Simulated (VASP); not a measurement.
# MgB2 (P6/mmm) in VASP: notebook

MgB2 is run at these levels: r2SCAN; tasks: single point.

Everything below comes from runs of VASP 6.6.1. Logs are shortened: lines on timing, memory, paths and dates and some standing lists are left out, and cuts for length are marked.

## 1. The cell of the first run

Symmetry: P6/mmm, No. 191, hexagonal system. Conventional cell: a = 3.036 Å, b = 3.036 Å, c = 3.452 Å, α = 90.00°, β = 90.00°, γ = 120.00°. Within 3.2 Å of Mg (site symmetry 6/mmm) lie 12 B at 2.46 Å and 6 Mg at 3.04 Å. Within 2.3 Å of B (site symmetry -6m2) lie 3 B at 1.75 Å.

## 2. Single point, r2SCAN

Contents of POSCAR:

```
MgB2
1.0
    3.0364562238      0.0000000000      0.0000000000
   -1.5182281119      2.6296482273      0.0000000000
    0.0000000000      0.0000000000      3.4519174224
Mg B
1 2
Direct
    0.0000000000      0.0000000000      0.0000000000
    0.3333333333      0.6666666667      0.5000000000
    0.6666666667      0.3333333333      0.5000000000
```

Contents of INCAR.step1:

```
  ALGO = Normal
  EDIFF = 1E-5
  ENCUT = 660
  GGA = PE
  GGA_COMPAT = False
  ISMEAR = -1
  LASPH = True
  LCHARG = False
  LREAL = False
  LWAVE = True
  NBANDS = 15
  NELM = 120
  PREC = Accurate
  SIGMA = 0.1
```

Contents of INCAR.step2:

```
  ALGO = Normal
  EDIFF = 1E-6
  ENCUT = 660
  GGA_COMPAT = False
  ISIF = 2
  ISMEAR = -1
  ISTART = 1
  LASPH = True
  LCHARG = False
  LMIXTAU = True
  LREAL = False
  LWAVE = False
  METAGGA = R2SCAN
  NBANDS = 15
  NELM = 120
  PREC = Accurate
  SIGMA = 0.1
```

Contents of KPOINTS:

```
k-points
0
Gamma
  15 15 12
```

Potentials or basis: VASP PAW PBE potentials, release 64 (Mg_sv, B).

Command:

```sh
> cat potpaw_PBE.64/Mg_sv/POTCAR potpaw_PBE.64/B/POTCAR > POTCAR
> cp INCAR.step1 INCAR
> mpirun -np 1 vasp_std > vasp.out
> cp INCAR.step2 INCAR
> mpirun -np 1 vasp_std > vasp.out
```

OUTCAR:

```text
EDIFF = 1E-6
   ENCUT = 660
   ISIF = 2
   ISMEAR = -1
   ISTART = 1
   LASPH = True
   LREAL = False
   METAGGA = R2SCAN
   NELM = 120
   PREC = Accurate

 ion  position               nearest neighbor table
   1  0.000  0.000  0.000-
   2  0.333  0.667  0.500-   3 1.75   3 1.75   3 1.75
   3  0.667  0.333  0.500-   2 1.75   2 1.75   2 1.75

  LATTYP: Found a hexagonal cell.
 ALAT       =     3.0364562238
 C/A-ratio  =     1.1368243663

  Lattice vectors:

 A1 = (   3.0364562238,   0.0000000000,   0.0000000000)
 A2 = (  -1.5182281119,   2.6296482273,   0.0000000000)
 A3 = (   0.0000000000,   0.0000000000,   3.4519174224)

Analysis of symmetry for initial positions (statically):
=====================================================================
 Subroutine PRICEL returns:
 Original cell was already a primitive cell.

 Routine SETGRP: Setting up the symmetry group for a
 hexagonal supercell.

 Subroutine GETGRP returns: Found 24 space group operations
 (whereof 24 operations were pure point group operations)
 out of a pool of 24 trial point group operations.

The static configuration has the point symmetry D_6h.

Analysis of symmetry for dynamics (positions and initial velocities):
=====================================================================
 Subroutine PRICEL returns:
 Original cell was already a primitive cell.

 Routine SETGRP: Setting up the symmetry group for a
 hexagonal supercell.

 Subroutine GETGRP returns: Found 24 space group operations
 (whereof 24 operations were pure point group operations)
 out of a pool of 24 trial point group operations.

The dynamic configuration has the point symmetry D_6h.

 Subroutine INISYM returns: Found 24 space group operations
 (whereof 24 operations are pure point group operations),
 and found     1 'primitive' translations

----------------------------------------------------------------------------------------

                                     Primitive cell

  volume of cell :      27.5629

  direct lattice vectors                    reciprocal lattice vectors
     3.036456224  0.000000000  0.000000000     0.329331275  0.190139500  0.000000000
    -1.518228112  2.629648227  0.000000000     0.000000000  0.380279001  0.000000000
     0.000000000  0.000000000  3.451917422     0.000000000  0.000000000  0.289694068

  length of vectors
     3.036456224  3.036456224  3.451917422     0.380279001  0.380279001  0.289694068

  position of ions in fractional coordinates (direct lattice)
     0.000000000  0.000000000  0.000000000
     0.333333333  0.666666667  0.500000000
     0.666666667  0.333333333  0.500000000

  ion indices of the primitive-cell ions
   primitive index   ion index
                 1           1
                 2           2
                 3           3

----------------------------------------------------------------------------------------

 KPOINTS: k-points

Automatic generation of k-mesh.
 Grid dimensions read from file:
 generate k-points for:   15   15   12

 Generating k-lattice:

  Cartesian coordinates                     Fractional coordinates (reciprocal lattice)
     0.021955418  0.012675967  0.000000000     0.066666667  0.000000000  0.000000000
     0.000000000  0.025351933  0.000000000     0.000000000  0.066666667  0.000000000
     0.000000000  0.000000000  0.024141172     0.000000000  0.000000000  0.083333333

  Length of vectors
     0.025351933  0.025351933  0.024141172

  Shift w.r.t. Gamma in fractional coordinates (k-lattice)
     0.000000000  0.000000000  0.000000000

 Subroutine IBZKPT returns following result:
 ===========================================

 Found    189 irreducible k-points:

 Following reciprocal coordinates:
            Coordinates               Weight
  0.000000  0.000000  0.000000      1.000000
  0.066667  0.000000  0.000000      6.000000
  0.133333  0.000000  0.000000      6.000000
  0.200000  0.000000  0.000000      6.000000
  0.266667  0.000000  0.000000      6.000000
  0.333333  0.000000  0.000000      6.000000
[... 16 lines left out ...]
  0.333333  0.200000  0.000000     12.000000
  0.400000  0.200000  0.000000      6.000000
 [... further k-points ...]
   k-points           NKPTS =    189   k-points in BZ     NKDIM =    189   number of bands    NBANDS=     15
   number of dos      NEDOS =    301   number of ions     NIONS =      3
   total plane-waves  NPLWV =  23520
   dimension x,y,z NGX =    28 NGY =   28 NGZ =   30
   dimension x,y,z NGXF=    56 NGYF=   56 NGZF=   60
   ions per type =               1   2
   NGX,Y,Z   is equivalent  to a cutoff of  15.33, 15.33, 14.45 a.u.
   NGXF,Y,Z  is equivalent  to a cutoff of  30.66, 30.66, 28.90 a.u.
 SYSTEM =  unknown system
   PREC   = accura    normal or accurate (medium, high low for compatibility)
   ISTART =      1    job   : 0-new  1-cont  2-samecut
   ICHARG =      0    charge: 1-file 2-atom 10-const
   ISPIN  =      1    spin polarized calculation?
   LNONCOLLINEAR =      F non collinear calculations
   LSORBIT =      F    spin-orbit coupling
   LASPH  =      T    aspherical Exc in radial PAW
   ENCUT  =  660.0 eV  48.51 Ry    6.96 a.u.   6.36  6.36  7.23*2*pi/ulx,y,z
   NELM   =    120;   NELMIN=  2; NELMDL=  0     # of ELM steps
   EDIFF  = 0.1E-05   stopping-criterion for ELM
   LREAL  =      F    real-space projection
   EDIFFG = 0.1E-04   stopping-criterion for IOM
   NSW    =      0    number of steps for IOM
   IBRION =     -1    ionic relax: 0-MD 1-quasi-New 2-CG
   NFREE  =      0    steps in history (QN), initial steepest desc. (CG)
   ISIF   =      2    stress and relaxation
   ISYM   =      2    0-nonsym 1-usesym 2-fastsym
   POTIM  = 0.5000    time-step for ionic-motion
   TEBEG  =    0.0;   TEEND  =   0.0 temperature during run
   PSTRESS=    0.0 pullay stress
   NELECT =      16.0000    total number of electrons
   NUPDOWN=      -1.0000    fix difference up-down
   EMIN   =  10.00;   EMAX   =-10.00  energy-range for DOS
   EFERMI =   0.00;   METHOD = LEGACY
   ISMEAR =    -1;   SIGMA  =   0.10  broadening in eV -4-tet -1-fermi 0-gaus
   EFERMI_NEDOS =   21; number of points for ismear=-14 and -15
   IALGO  =     38    algorithm
   IMIX   =      4    mixing-type and parameters
     AMIX     =   0.40;   BMIX     =  1.00
     AMIX_MAG =   1.60;   BMIX_MAG =  1.00
  volume/ion in A,a.u.               =       9.19        62.00
  Fermi-wavevector in a.u.,A,eV,Ry     =   1.365651  2.580707 25.374910  1.865003
  Thomas-Fermi vector in A             =   2.491861
   LORBIT       =      0    0 simple, 1 ext, 2 COOP (PROOUT), +10 PAW based schemes
   METAGGA = R2SCAN    functional components
   LHFCALC =     F    Hartree Fock is set to
   AEXX    =    0.0000 exact exchange contribution
   IVDW    =     0    specifies the selected vdW correction
   LEPSILON=     F    determine dielectric tensor
   LRPA    =     F    only Hartree local field effects (RPA)
 non-spin polarized calculation
  energy-cutoff  :      660.00
  volume of cell :       27.56
 maximum number of plane-waves:      1095
 NGX is ok and might be reduce to    28
   NGX = 13   NGY = 13   NGZ = 15

 number of electron      15.9999990 magnetization

 Free energy of the ion-electron system (eV)
  ---------------------------------------------------
  ext. energy  EPLUGINS =         0.00000000
  ---------------------------------------------------
  free energy    TOTEN  =       -19.42190354 eV

  energy without entropy =      -19.40106851  energy(sigma->0) =      -19.41148603

 E-fermi :   5.4652     XC(G=0): -12.0510

 val. band max:        5.4469200893   @ k =   0.2667   0.2667   0.0833
 cond. band min:       5.4667337145   @ k =   0.4000   0.0000   0.5000
 fundamental gap:      0.0198136253
 Fermi energy:         5.4651994240

 k-point     1 :       0.0000    0.0000    0.0000
  band No.  band energies     occupation
      1     -72.6462      2.00000
      2     -37.7589      2.00000
      3     -37.7589      2.00000
      4     -37.7464      2.00000
      5      -8.0700      2.00000
      6       2.2822      2.00000
      7       5.8590      0.03823
      8       5.8590      0.03823
      9       7.6737      0.00000
     10      12.2691      0.00000
     11      12.2691      0.00000
     12      14.4390      0.00000
     13      16.7014      0.00000
     14      19.8908      0.00000
     15      23.2803      0.00000

 k-point     2 :       0.0667    0.0000    0.0000
  band No.  band energies     occupation
      1     -72.6461      2.00000
      2     -37.7607      2.00000
      3     -37.7590      2.00000
      4     -37.7460      2.00000
      5      -7.9859      2.00000
      6       2.3636      2.00000
      7       5.4138      1.25155
      8       5.6491      0.27439
      9       7.7396      0.00000
     10      12.2740      0.00000
     11      12.6531      0.00000
     12      14.6235      0.00000
     13      16.3653      0.00000
     14      20.2829      0.00000
     15      22.9119      0.00000

 k-point     3 :       0.1333    0.0000    0.0000
  band No.  band energies     occupation
      1     -72.6456      2.00000
      2     -37.7665      2.00000
      3     -37.7604      2.00000
      4     -37.7450      2.00000
      5      -7.7344      2.00000
      6       2.6067      2.00000
      7       4.3013      1.99998
      8       5.1441      1.92246
      9       7.9494      0.00000
     10      12.1120      0.00000
     11      13.6760      0.00000
     12      15.1632      0.00000
     13      15.4458      0.00000
     14      21.3393      0.00000
     15      22.1417      0.00000

 k-point     4 :       0.2000    0.0000    0.0000
  band No.  band energies     occupation
      1     -72.6448      2.00000
      2     -37.7750      2.00000
      3     -37.7626      2.00000
      4     -37.7436      2.00000
      5      -7.3176      2.00000
      6       2.8816      2.00000
      7       3.0077      2.00000
      8       4.5493      1.99979
      9       8.2953      0.00000
     10      11.7779      0.00000
     11      14.1474      0.00000
     12      15.1192      0.00000
     13      15.7184      0.00000
     14      21.5040      0.00000
     15      21.7129      0.00000
[... 307 lines left out ...]
 k-point    22 :       0.2667    0.2000    0.0000
  band No.  band energies     occupation
      1     -72.6424      2.00000
      2     -37.7965      2.00000
      3     -37.7760      2.00000
      4     -37.7392      2.00000
      5      -5.0492      2.00000
      6      -0.5454      2.00000
      7       1.0895      2.00000
      8       5.1313      1.93148
      9      10.0274      0.00000
     10      10.5182      0.00000
     11      13.0946      0.00000
     12      14.7943      0.00000
     13      16.7614      0.00000
     14      18.1785      0.00000
     15      19.5228      0.00000

 k-point    23 :       0.3333    0.2000    0.0000
  band No.  band energies     occupation
      1     -72.6420      2.00000
      2     -37.7991      2.00000
      3     -37.7789      2.00000
      4     -37.7381      2.00000
      5      -4.1318      2.00000
      6      -1.7329      2.00000
      7       0.7529      2.00000
      8       5.8855      0.02946
      9       9.0000      0.00000
     10      11.2565      0.00000
     11      12.5663      0.00000
     12      14.9966      0.00000
     13      16.2748      0.00000
     14      18.8819      0.00000
     15      19.6214      0.00000

 k-point    24 :       0.4000    0.2000    0.0000
  band No.  band energies     occupation
      1     -72.6418      2.00000
      2     -37.7999      2.00000
      3     -37.7799      2.00000
      4     -37.7378      2.00000
      5      -3.3835      2.00000
      6      -2.5834      2.00000
      7       0.6496      2.00000
      8       6.3067      0.00044
      9       8.4832      0.00000
     10      11.8975      0.00000
     11      12.0183      0.00000
     12      14.9697      0.00000
     13      16.1156      0.00000
     14      18.9290      0.00000
     15      20.6776      0.00000

 [... further k-points ...]

------------------------ aborting loop because EDIFF is reached ----------------------------------------

  FORCE on cell =-STRESS in cart. coord.  units (eV):
  Direction    XX          YY          ZZ          XY          YZ          ZX
  --------------------------------------------------------------------------------------
  -------------------------------------------------------------------------------------
  Total        1.0653232      1.0653232      1.0969192      0.0000000      0.0000000     -0.0000000
  in kB       61.9251240     61.9251240     63.7617346      0.0000000      0.0000000     -0.0000000
  external PRESSURE =      62.5373275 kB  Pullay stress =       0.0000000 kB

 VOLUME and BASIS-vectors are now :
 -----------------------------------------------------------------------------
  energy-cutoff  :      660.00
  volume of cell :       27.56
      direct lattice vectors                 reciprocal lattice vectors
     3.036456224  0.000000000  0.000000000     0.329331275  0.190139500  0.000000000
    -1.518228112  2.629648227  0.000000000     0.000000000  0.380279001  0.000000000
     0.000000000  0.000000000  3.451917422     0.000000000  0.000000000  0.289694068

 POSITION                                       TOTAL-FORCE (eV/Angst)
 -----------------------------------------------------------------------------------
      0.00000      0.00000      0.00000        -0.000000      0.000000     -0.000000
     -0.00000      1.75310      1.72596         0.000000     -0.000000     -0.000000
      1.51823      0.87655      1.72596         0.000000      0.000000      0.000000
 -----------------------------------------------------------------------------------
    total drift:                               -0.000000      0.000000      0.000000

  FREE ENERGIE OF THE ION-ELECTRON SYSTEM (eV)
  ---------------------------------------------------
  free  energy   TOTEN  =       -19.4219035392 eV

  energy  without entropy=      -19.4010685148  energy(sigma->0) =      -19.41148603
```

Run time: 4.7 min. Hardware: 1 thread of Intel Xeon Platinum 8488C (Sapphire Rapids), shared host; peak memory 0.24 GiB.

What came out:

```yaml
Free_energy: -19.4219 eV
Pressure: 6.3 GPa
Band_gap_on_the_k_mesh: zero (bands 8 and 9 overlap by 4.14 eV)
```

Levels at points of the mesh, in eV from the Fermi level:
| k point | band 4 | band 5 | band 6 | band 7 | band 8 | band 9 | band 10 | band 11 | band 12 | band 13 |
| --- | --- | --- | --- | --- | --- | --- | --- | --- | --- | --- |
| (0.00, 0.00, 0.00) | -43.21 | -13.54 | -3.18 | 0.39 | 0.39 | 2.21 | 6.80 | 6.80 | 8.97 | 11.24 |
| (0.00, 0.00, 0.50) | -43.22 | -12.16 | -7.97 | 0.83 | 0.83 | 7.10 | 7.10 | 8.84 | 11.11 | 11.56 |

Caveat: the cell stands under pressure; the PAW data sets were made with another functional, which shifts forces and pressure a little.

(Part 1 of 2 ends here.)
